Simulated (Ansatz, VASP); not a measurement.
# Pb: VASP beside Ansatz

INCAR

```
SYSTEM = Pb
ALGO = Fast
EDIFF = 1E-6
ENCUT = 520
GGA = PS
ISIF = 2
ISMEAR = 0
LASPH = .TRUE.
LCHARG = .TRUE.
LELF = .TRUE.
LREAL = .FALSE.
LVHAR = .TRUE.
LWAVE = .FALSE.
NBANDS = 13
NELM = 80
PREC = Accurate
SIGMA = 0.05
```

KPOINTS

```
k-points
0
G
  16 16 16
  0 0 0
```

Contents of POSCAR:

```
Pb
1.0
    0.0000000000      2.3259044546      2.3259044546
    2.3259044546      0.0000000000      2.3259044546
    2.3259044546      2.3259044546      0.0000000000
Pb
1
Direct
    0.0000000000      0.0000000000      0.0000000000
```

Input for Ansatz:

```yaml
crystal:
  lattice:
    - [0.0, 2.3259044546, 2.3259044546]
    - [2.3259044546, 0.0, 2.3259044546]
    - [2.3259044546, 2.3259044546, 0.0]
  atoms:
    - { symbol: Pb, position: [0.0, 0.0, 0.0] }
basis:
  ecutwfc: 420
  ecutrho_ratio: 4
kpoints:
  mp_grid: { grid: [16, 16, 16] }
hamiltonian:
  xc: pbesol
scf:
  occupations: { method: gaussian, width: 0.05 }
output:
  forces: true
  stress: true
  eigenvalues: true
```

Alike in both runs: task single point; functional PBEsol; k mesh 16 × 16 × 16; occupations gaussian, width 0.05 eV; no spin polarisation.

|  | VASP | Ansatz |
| --- | --- | --- |
| version | VASP 6.6.1 | Ansatz 0.2.0 |
| potentials or method | VASP PAW PBE potentials, release 64 (Pb_d), cutoff 520 eV | scalar-relativistic, plane waves, PAW |
| valence electrons in the cell | 14 | 14 |

```csv
,VASP,Ansatz,Ansatz less VASP
gap on the k mesh at the Fermi level (eV),none,none,-
pressure (GPa),13.0,13.0,+0.05
```

VASP's potentials were made for PBE, not for PBEsol. A gap of «none» marks a metal or a gap that the smearing closes.

Spin-orbit coupling is off throughout.
